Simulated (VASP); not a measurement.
# MgO (Fm-3m) in VASP: notebook

Runs on MgO. Level: PBEsol. Tasks: single point.

All numbers are computed with VASP 6.6.1; they aren't measurements. Logs are shortened: lines on timing, memory, paths and dates and some standing lists are left out, and cuts for length are marked.

## 1. The cell of the first run

The structure is cubic, space group Fm-3m (No. 225). The conventional cell has a = 4.180 Å, b = 4.180 Å, c = 4.180 Å, α = 90.00°, β = 90.00°, γ = 90.00°. Mg (site symmetry m-3m) has 6 O at 2.09 Å within 2.8 Å. O (site symmetry m-3m) has 6 Mg at 2.09 Å within 2.8 Å.

## 2. Single point, PBEsol

The input, INCAR:

```
PREC     = Accurate       # precision mode
ENCUT    = 520            # plane-wave cutoff, eV
EDIFF    = 1E-7           # SCF threshold, eV
ISMEAR   = 0              # smearing method
SIGMA    = 0.01           # smearing width, eV
LREAL    = False          # projectors in reciprocal space
LASPH    = True           # aspherical terms in the spheres
NELM     = 100            # most SCF steps
ALGO     = Normal         # electronic algorithm
ISIF     = 2              # what is computed and relaxed
LWAVE    = False          # write WAVECAR
LCHARG   = False          # write CHGCAR
GGA      = PS             # functional
NBANDS   = 11             # bands
```

The input, KPOINTS:

```
Automatic mesh
0
Gamma
  10 10 10
```

The input, POSCAR:

```
MgO
1.0
    2.0901832066      2.0901832066      0.0000000000
   -2.0901832066      2.0901832066      0.0000000000
    0.0000000000      2.0901832066      2.0901832066
Mg O
1 1
Direct
    0.0000000000      0.0000000000      0.0000000000
    0.5000000000      0.5000000000      0.0000000000
```

Potentials or basis: VASP PAW PBE potentials, release 64 (Mg, O).

Command:

```sh
$ cat potpaw_PBE.64/Mg/POTCAR potpaw_PBE.64/O/POTCAR > POTCAR
$ mpirun -np 1 vasp_std > vasp.out
```

OUTCAR:

```text
PREC = Accurate
   ENCUT = 520
   EDIFF = 1E-7
   ISMEAR = 0
   LREAL = False
   LASPH = True
   NELM = 100
   ISIF = 2
   GGA = PS

 ion  position               nearest neighbor table
   1  0.000  0.000  0.000-   2 2.09   2 2.09   2 2.09   2 2.09   2 2.09   2 2.09
   2  0.500  0.500  0.000-   1 2.09   1 2.09   1 2.09   1 2.09   1 2.09   1 2.09

  LATTYP: Found a face centered cubic cell.
 ALAT       =     4.1803664132

  Lattice vectors:

 A1 = (   0.0000000000,   2.0901832066,   2.0901832066)
 A2 = (   2.0901832066,   0.0000000000,   2.0901832066)
 A3 = (   2.0901832066,   2.0901832066,   0.0000000000)

Analysis of symmetry for initial positions (statically):
=====================================================================
 Subroutine PRICEL returns:
 Original cell was already a primitive cell.

 Routine SETGRP: Setting up the symmetry group for a
 face centered cubic supercell.

 Subroutine GETGRP returns: Found 48 space group operations
 (whereof 48 operations were pure point group operations)
 out of a pool of 48 trial point group operations.

The static configuration has the point symmetry O_h .

Analysis of symmetry for dynamics (positions and initial velocities):
=====================================================================
 Subroutine PRICEL returns:
 Original cell was already a primitive cell.

 Routine SETGRP: Setting up the symmetry group for a
 face centered cubic supercell.

 Subroutine GETGRP returns: Found 48 space group operations
 (whereof 48 operations were pure point group operations)
 out of a pool of 48 trial point group operations.

The dynamic configuration has the point symmetry O_h .

 Subroutine INISYM returns: Found 48 space group operations
 (whereof 48 operations are pure point group operations),
 and found     1 'primitive' translations

----------------------------------------------------------------------------------------

                                     Primitive cell

  volume of cell :      18.2635

  direct lattice vectors                    reciprocal lattice vectors
     2.090183207  2.090183207  0.000000000     0.239213481  0.239213481 -0.239213481
    -2.090183207  2.090183207  0.000000000    -0.239213481  0.239213481 -0.239213481
     0.000000000  2.090183207  2.090183207     0.000000000  0.000000000  0.478426961

  length of vectors
     2.955965439  2.955965439  2.955965439     0.414329902  0.414329902  0.478426961

  position of ions in fractional coordinates (direct lattice)
     0.000000000  0.000000000  0.000000000
     0.500000000  0.500000000  0.000000000

  ion indices of the primitive-cell ions
   primitive index   ion index
                 1           1
                 2           2

----------------------------------------------------------------------------------------

 KPOINTS: Automatic mesh

Automatic generation of k-mesh.
 Grid dimensions read from file:
 generate k-points for:   10   10   10

 Generating k-lattice:

  Cartesian coordinates                     Fractional coordinates (reciprocal lattice)
     0.023921348  0.023921348 -0.023921348     0.100000000  0.000000000  0.000000000
    -0.023921348  0.023921348 -0.023921348     0.000000000  0.100000000  0.000000000
     0.000000000  0.000000000  0.047842696     0.000000000  0.000000000  0.100000000

  Length of vectors
     0.041432990  0.041432990  0.047842696

  Shift w.r.t. Gamma in fractional coordinates (k-lattice)
     0.000000000  0.000000000  0.000000000

 Subroutine IBZKPT returns following result:
 ===========================================

 Found     47 irreducible k-points:

 Following reciprocal coordinates:
            Coordinates               Weight
  0.000000  0.000000  0.000000      1.000000
  0.100000  0.000000  0.000000      8.000000
  0.200000  0.000000  0.000000      8.000000
  0.300000  0.000000  0.000000      8.000000
  0.400000  0.000000  0.000000      8.000000
  0.500000  0.000000  0.000000      4.000000
[... 16 lines left out ...]
  0.300000  0.300000  0.000000     12.000000
  0.400000  0.300000  0.000000     24.000000
 [... further k-points ...]
   k-points           NKPTS =     47   k-points in BZ     NKDIM =     47   number of bands    NBANDS=     11
   number of dos      NEDOS =    301   number of ions     NIONS =      2
   total plane-waves  NPLWV =  13824
   dimension x,y,z NGX =    24 NGY =   24 NGZ =   24
   dimension x,y,z NGXF=    48 NGYF=   48 NGZF=   48
   ions per type =               1   1
   NGX,Y,Z   is equivalent  to a cutoff of  13.50, 13.50, 13.50 a.u.
   NGXF,Y,Z  is equivalent  to a cutoff of  27.00, 27.00, 27.00 a.u.
 SYSTEM =  unknown system
   PREC   = accura    normal or accurate (medium, high low for compatibility)
   ISTART =      0    job   : 0-new  1-cont  2-samecut
   ICHARG =      2    charge: 1-file 2-atom 10-const
   ISPIN  =      1    spin polarized calculation?
   LNONCOLLINEAR =      F non collinear calculations
   LSORBIT =      F    spin-orbit coupling
   LASPH  =      T    aspherical Exc in radial PAW
   ENCUT  =  520.0 eV  38.22 Ry    6.18 a.u.   5.50  5.50  5.50*2*pi/ulx,y,z
   NELM   =    100;   NELMIN=  2; NELMDL= -5     # of ELM steps
   EDIFF  = 0.1E-06   stopping-criterion for ELM
   LREAL  =      F    real-space projection
   EDIFFG = 0.1E-05   stopping-criterion for IOM
   NSW    =      0    number of steps for IOM
   IBRION =     -1    ionic relax: 0-MD 1-quasi-New 2-CG
   NFREE  =      0    steps in history (QN), initial steepest desc. (CG)
   ISIF   =      2    stress and relaxation
   ISYM   =      2    0-nonsym 1-usesym 2-fastsym
   POTIM  = 0.5000    time-step for ionic-motion
   TEBEG  =    0.0;   TEEND  =   0.0 temperature during run
   PSTRESS=    0.0 pullay stress
   NELECT =       8.0000    total number of electrons
   NUPDOWN=      -1.0000    fix difference up-down
   EMIN   =  10.00;   EMAX   =-10.00  energy-range for DOS
   EFERMI =   0.00;   METHOD = LEGACY
   ISMEAR =     0;   SIGMA  =   0.01  broadening in eV -4-tet -1-fermi 0-gaus
   EFERMI_NEDOS =   21; number of points for ismear=-14 and -15
   IALGO  =     38    algorithm
   IMIX   =      4    mixing-type and parameters
     AMIX     =   0.40;   BMIX     =  1.00
     AMIX_MAG =   1.60;   BMIX_MAG =  1.00
  volume/ion in A,a.u.               =       9.13        61.62
  Fermi-wavevector in a.u.,A,eV,Ry     =   1.243303  2.349503 21.031933  1.545803
  Thomas-Fermi vector in A             =   2.377620
   LORBIT       =      0    0 simple, 1 ext, 2 COOP (PROOUT), +10 PAW based schemes
   GGA     = PS    functional components
   LHFCALC =     F    Hartree Fock is set to
   AEXX    =    0.0000 exact exchange contribution
   IVDW    =     0    specifies the selected vdW correction
   LEPSILON=     F    determine dielectric tensor
   LRPA    =     F    only Hartree local field effects (RPA)
 non-spin polarized calculation
 Gauss-broadening in eV      SIGMA  =   0.01
  energy-cutoff  :      520.00
  volume of cell :       18.26
 maximum number of plane-waves:       531
 NGX is ok and might be reduce to    24
   NGX = 11   NGY = 11   NGZ = 11

 number of electron       8.0000003 magnetization

 Free energy of the ion-electron system (eV)
  ---------------------------------------------------
  ext. energy  EPLUGINS =         0.00000000
  ---------------------------------------------------
  free energy    TOTEN  =       -12.50774663 eV

  energy without entropy =      -12.50774663  energy(sigma->0) =      -12.50774663

 E-fermi :   3.3893     XC(G=0): -11.4205

 val. band max:        3.2394549954   @ k =   0.0000   0.0000   0.0000
 cond. band min:       8.0957464244   @ k =   0.0000   0.0000   0.0000
 fundamental gap:      4.8562914291
 Fermi energy:         3.3893400841

 k-point     1 :       0.0000    0.0000    0.0000
  band No.  band energies     occupation
      1     -14.0858      2.00000
      2       3.2395      2.00000
      3       3.2395      2.00000
      4       3.2395      2.00000
      5       8.0957      0.00000
      6      18.9967      0.00000
      7      18.9967      0.00000
      8      18.9967      0.00000
      9      22.8995      0.00000
     10      24.8099      0.00000
     11      24.8099      0.00000

 k-point     2 :       0.1000    0.0000    0.0000
  band No.  band energies     occupation
      1     -13.9735      2.00000
      2       2.5716      2.00000
      3       3.1680      2.00000
      4       3.1680      2.00000
      5       8.7274      0.00000
      6      17.7289      0.00000
      7      19.2469      0.00000
      8      19.2469      0.00000
      9      24.1174      0.00000
     10      24.1174      0.00000
     11      24.6215      0.00000

 k-point     3 :       0.2000    0.0000    0.0000
  band No.  band energies     occupation
      1     -13.6647      2.00000
      2       1.2106      2.00000
      3       2.9871      2.00000
      4       2.9871      2.00000
      5       9.9169      0.00000
      6      16.2297      0.00000
      7      19.7670      0.00000
      8      19.7670      0.00000
      9      23.4305      0.00000
     10      23.4305      0.00000
     11      25.7223      0.00000

 k-point     4 :       0.3000    0.0000    0.0000
  band No.  band energies     occupation
      1     -13.2456      2.00000
      2      -0.1601      2.00000
      3       2.7747      2.00000
      4       2.7747      2.00000
      5      10.8058      0.00000
      6      15.6152      0.00000
      7      19.9391      0.00000
      8      19.9391      0.00000
      9      23.8582      0.00000
     10      23.8582      0.00000
     11      25.1334      0.00000
[... 239 lines left out ...]
 k-point    22 :      -0.2000    0.2000    0.0000
  band No.  band energies     occupation
      1     -13.5401      2.00000
      2       1.1559      2.00000
      3       2.6921      2.00000
      4       2.6921      2.00000
      5      10.5954      0.00000
      6      15.1604      0.00000
      7      20.1319      0.00000
      8      20.2733      0.00000
      9      20.2733      0.00000
     10      26.0491      0.00000
     11      29.4768      0.00000

 k-point    23 :       0.3000    0.3000    0.0000
  band No.  band energies     occupation
      1     -12.5581      2.00000
      2      -0.3581      2.00000
      3       0.4655      2.00000
      4       2.3316      2.00000
      5      13.4576      0.00000
      6      15.2419      0.00000
      7      16.4817      0.00000
      8      20.9876      0.00000
      9      23.0608      0.00000
     10      25.0991      0.00000
     11      30.2878      0.00000

 k-point    24 :       0.4000    0.3000    0.0000
  band No.  band energies     occupation
      1     -12.4621      2.00000
      2      -0.4527      2.00000
      3       0.4681      2.00000
      4       2.1510      2.00000
      5      13.3619      0.00000
      6      15.4347      0.00000
      7      15.9827      0.00000
      8      21.2156      0.00000
      9      22.0453      0.00000
     10      27.3198      0.00000
     11      30.8528      0.00000

 [... further k-points ...]

------------------------ aborting loop because EDIFF is reached ----------------------------------------

  FORCE on cell =-STRESS in cart. coord.  units (eV):
  Direction    XX          YY          ZZ          XY          YZ          ZX
  --------------------------------------------------------------------------------------
  -------------------------------------------------------------------------------------
  Total        0.4030466      0.4030466      0.4030466     -0.0000000     -0.0000000      0.0000000
  in kB       35.3576006     35.3576006     35.3576006     -0.0000000     -0.0000000      0.0000000
  external PRESSURE =      35.3576006 kB  Pullay stress =       0.0000000 kB

 VOLUME and BASIS-vectors are now :
 -----------------------------------------------------------------------------
  energy-cutoff  :      520.00
  volume of cell :       18.26
      direct lattice vectors                 reciprocal lattice vectors
     2.090183207  2.090183207  0.000000000     0.239213481  0.239213481 -0.239213481
    -2.090183207  2.090183207  0.000000000    -0.239213481  0.239213481 -0.239213481
     0.000000000  2.090183207  2.090183207     0.000000000  0.000000000  0.478426961

 POSITION                                       TOTAL-FORCE (eV/Angst)
 -----------------------------------------------------------------------------------
      0.00000      0.00000      0.00000         0.000000     -0.000000      0.000000
      0.00000      2.09018      0.00000        -0.000000      0.000000      0.000000
 -----------------------------------------------------------------------------------
    total drift:                                0.000000     -0.000000     -0.000000

  FREE ENERGIE OF THE ION-ELECTRON SYSTEM (eV)
  ---------------------------------------------------
  free  energy   TOTEN  =       -12.5077466264 eV

  energy  without entropy=      -12.5077466264  energy(sigma->0) =      -12.50774663
```

Run time: 11 s. Hardware: 1 thread of Intel Xeon 8259CL, shared host; peak memory 0.14 GiB.

Results:

| Property | Result |
| --- | --- |
| Free energy | -12.5077 eV |
| Pressure | 3.5 GPa |
| Band gap on the k mesh | 4.86 eV, direct |

Caveat: the PAW data sets were made with another functional, which shifts forces and pressure a little.

## 3. Single point, PBEsol

This run uses another cell than the first one, of 8.98 Å³/atom, 0.983 times its volume.

The input, INCAR:

```
SYSTEM = MgO
PREC     = Accurate       ! precision mode
ENCUT    = 520            ! plane-wave cutoff, eV
EDIFF    = 1E-6           ! SCF threshold, eV
ISMEAR   = 0              ! smearing method
SIGMA    = 0.01           ! smearing width, eV
LREAL    = .False.        ! projectors in reciprocal space
LASPH    = .True.         ! aspherical terms in the spheres
NELM     = 80             ! most SCF steps
ALGO     = Normal         ! electronic algorithm
ISIF     = 2              ! what is computed and relaxed
LWAVE    = .False.        ! write WAVECAR
LCHARG   = .True.         ! write CHGCAR
GGA      = PS             ! functional
LELF     = .True.         ! ELF
LVHAR    = .True.       
NBANDS   = 11             ! bands
```

The input, KPOINTS:

```
Automatic mesh
0
Gamma
  10 10 10
  0 0 0
```

The input, POSCAR:

```
MgO
1.0
    2.0785902586      2.0785902586      0.0000000000
   -2.0785902586      2.0785902586      0.0000000000
    0.0000000000      2.0785902586      2.0785902586
Mg O
1 1
Direct
    0.0000000000      0.0000000000      0.0000000000
    0.5000000000      0.5000000000      0.0000000000
```

Potentials or basis: VASP PAW PBE potentials, release 64 (Mg, O).

Command:

```sh
$ cat potpaw_PBE.64/Mg/POTCAR potpaw_PBE.64/O/POTCAR > POTCAR
$ mpirun -np 1 vasp_std > vasp.out
```

It took 10 s on 1 thread of Intel Xeon 8259CL, shared host; peak memory 0.14 GiB.

The run converged. Its results:

```
Free energy            : -12.4979 eV
Pressure               : 6.6 GPa
Band gap on the k mesh : 5.02 eV, direct
```

Levels at points of the mesh, in eV from the valence-band top:
| k point | band 2 | band 3 | band 4 | band 5 | band 6 | band 7 |
| --- | --- | --- | --- | --- | --- | --- |
| (0.00, 0.00, 0.00) | 0.00 | 0.00 | 0.00 | 5.02 | 15.85 | 15.85 |
| (0.50, 0.00, 0.00) | -4.86 | -0.71 | -0.71 | 7.99 | 12.95 | 16.58 |
| (0.50, 0.50, 0.00) | -4.31 | -1.42 | -1.42 | 8.96 | 10.31 | 13.39 |

Caveat: the PAW data sets were made with another functional, which shifts forces and pressure a little.

## 4. Single point, PBEsol

This run uses another cell than the first one, of 8.84 Å³/atom, 0.968 times its volume.

The input, INCAR:

```
PREC = Accurate ; ENCUT = 520
EDIFF = 1E-6 ; ISMEAR = 0
SIGMA = 0.01 ; LREAL = F
LASPH = T ; NELM = 60
ALGO = Normal ; ISIF = 2
LWAVE = F ; LCHARG = T
GGA = PS ; LELF = T
LVHAR = T ; NBANDS = 11
```

The input, KPOINTS:

```
regular mesh
0
Gamma
  10 10 10
```

The input, POSCAR:

```
MgO
1.0
    2.0677629386      2.0677629386      0.0000000000
   -2.0677629386      2.0677629386      0.0000000000
    0.0000000000      2.0677629386      2.0677629386
Mg O
1 1
Direct
    0.0000000000      0.0000000000      0.0000000000
    0.5000000000      0.5000000000      0.0000000000
```

Command:

```sh
$ cat potpaw_PBE.64/Mg/POTCAR potpaw_PBE.64/O/POTCAR > POTCAR
$ mpirun -np 1 vasp_std > vasp.out
```

Wall time 12 s (1 thread of Intel Xeon 8259CL, shared host); peak memory 0.14 GiB.

The run converged. Its results:

* Free energy: -12.4834 eV
* Pressure: 9.6 GPa
* Band gap on the k mesh: 5.18 eV, direct

Levels at points of the mesh, in eV from the valence-band top:
```tsv
k point	band 2	band 3	band 4	band 5	band 6	band 7
(0.00, 0.00, 0.00)	0.00	0.00	0.00	5.18	15.94	15.94
(0.50, 0.00, 0.00)	-4.93	-0.73	-0.73	8.09	13.13	16.74
(0.50, 0.50, 0.00)	-4.38	-1.45	-1.45	8.97	10.48	13.56
```

Caveat: the PAW data sets were made with another functional, which shifts forces and pressure a little. A hybrid or GW would open this gap; PBEsol tends to underestimate it.

## 5. Single point, PBEsol

This run uses another cell than the first one, of 8.84 Å³/atom, 0.968 times its volume.

The input, INCAR:

```
SYSTEM = MgO
PREC = Accurate
ENCUT = 520
EDIFF = 1E-6
ISMEAR = 0
SIGMA = 0.01
LREAL = .False.
LASPH = .True.
NELM = 60
ALGO = Normal
ISIF = 2
LWAVE = .False.
LCHARG = .False.
GGA = PS
NBANDS = 11
```

The input, KPOINTS:

```
regular mesh
0
Gamma
  10 10 10
  0 0 0
```

POSCAR is that of step 4.

Command:

```sh
$ cat potpaw_PBE.64/Mg/POTCAR potpaw_PBE.64/O/POTCAR > POTCAR
$ mpirun -np 1 vasp_std > vasp.out
```

It took 13 s on 1 thread of Intel Xeon 8259CL, shared host; peak memory 0.14 GiB.

The run converged. Its results:

| Property | Result |
| --- | --- |
| Free energy | -12.4834 eV |
| Pressure | 9.6 GPa |
| Band gap on the k mesh | 5.18 eV, direct |

Levels at points of the mesh, in eV from the valence-band top:
```csv
k point,band 1,band 2,band 3,band 4,band 5,band 6,band 7,band 8
"(0.00, 0.00, 0.00)",-17.50,0.00,0.00,0.00,5.18,15.94,15.94,15.94
"(0.50, 0.00, 0.00)",-16.04,-4.93,-0.73,-0.73,8.09,13.13,16.74,16.74
"(0.50, 0.50, 0.00)",-15.76,-4.38,-1.45,-1.45,8.97,10.48,13.56,19.69
```

Caveat: the PAW data sets were made with another functional, which shifts forces and pressure a little. PBEsol gaps usually lie below the measured ones, often by a third to a half.

## 6. The runs side by side

| cell | gap on the mesh (eV) | pressure (GPa) |
| --- | --- | --- |
| a = 2.956 Å, angles 60.0, 60.0, 90.0°, 2 atoms | 4.86 | 3.5 |
| a = 2.940 Å, angles 60.0, 60.0, 90.0°, 2 atoms | 5.02 | 6.6 |
| a = 2.924 Å, angles 60.0, 60.0, 90.0°, 2 atoms | 5.18 | 9.6 |

Alike in all rows: task single point; level PBEsol; potentials or basis VASP PAW PBE potentials, release 64 (Mg, O); no spin polarisation; k mesh 10 × 10 × 10; cutoff (eV) 520; smearing gaussian 0.01 eV.

Caveats: the PAW data sets were made with another functional, which shifts forces and pressure a little.

Absolute energies hang on the potentials; compare differences alone.
